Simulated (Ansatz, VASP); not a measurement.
## One calculation of Si, two programs

Contents of INCAR:

```
SYSTEM = Si
ALGO = Normal ; DIPOL = 0.5 0.5 0.385
EDIFF = 1E-6 ; ENCUT = 520
GGA = PE ; IDIPOL = 3
ISIF = 2 ; ISMEAR = 0
IVDW = 12 ; LASPH = .True.
LCHARG = .False. ; LDIPOL = .True.
LREAL = .False. ; LWAVE = .False.
NBANDS = 16 ; NELM = 80
PREC = Accurate ; SIGMA = 0.1
```

File KPOINTS:

```
k-points
0
Gamma
  9 9 1
  0 0 0
```

Contents of POSCAR:

```
Si
1.0
    3.8472023583      0.0000000000      0.0000000000
   -1.9236011792      3.3317749758      0.0000000000
    0.0000000000      0.0000000000     18.4446971468
Si
4
Direct
    0.3333333333      0.6666666667      0.2695814702
    0.6666666667      0.3333333333      0.2439725610
    0.3333333333      1.1666666667      0.5256089091
    0.6666666667      0.8333333333      0.5000000000
```

Input for Ansatz:

```yaml
crystal:
  lattice:
    - [3.8472023583, 0.0, 0.0]
    - [-1.9236011791, 3.3317749758, 0.0]
    - [0.0, 0.0, 18.4446971457]
  atoms:
    - { symbol: Si, position: [0.3333333333, 0.6666666667, 0.2695814701] }
    - { symbol: Si, position: [0.6666666667, 0.3333333333, 0.243972561] }
    - { symbol: Si, position: [0.3333333333, 1.1666666667, 0.5256089091] }
    - { symbol: Si, position: [0.6666666667, 0.8333333333, 0.5] }
basis:
  ecutwfc: 420
kpoints:
  mp_grid: { grid: [9, 9, 1] }
hamiltonian:
  xc: pbe
  dispersion: d3bj
scf:
  occupations: { method: gaussian, width: 0.1 }
output:
  forces: true
  eigenvalues: true
efield:
  axis: 3
  dipole_correction: true
  ramp_width: 0.04
```

Alike in both runs: task single point; functional PBE; dispersion D3(BJ); k mesh 9 × 9 × 1; occupations gaussian, width 0.1 eV; no spin polarisation.

```csv
,VASP,Ansatz
version,VASP 6.6.1,Ansatz 0.2.0
potentials or method,"VASP PAW PBE potentials, release 64 (Si), cutoff 520 eV","scalar-relativistic, plane waves, PAW"
valence electrons in the cell,16,16
```

VASP gave:

| Item | Value |
| --- | --- |
| gap on the k mesh at the Fermi level (eV) | 0.13 |
| least direct gap on the mesh (eV) | 0.13 |
| rms of the force components (eV/Å) | 0.056 |

Question: What did Ansatz give for the same quantities?

Answer: gap on the k mesh at the Fermi level (eV): 0.13; least direct gap on the mesh (eV): 0.13; rms of the force components (eV/Å): 0.058.

Atom by atom the forces differ by 0.004 eV/Å (rms over components).
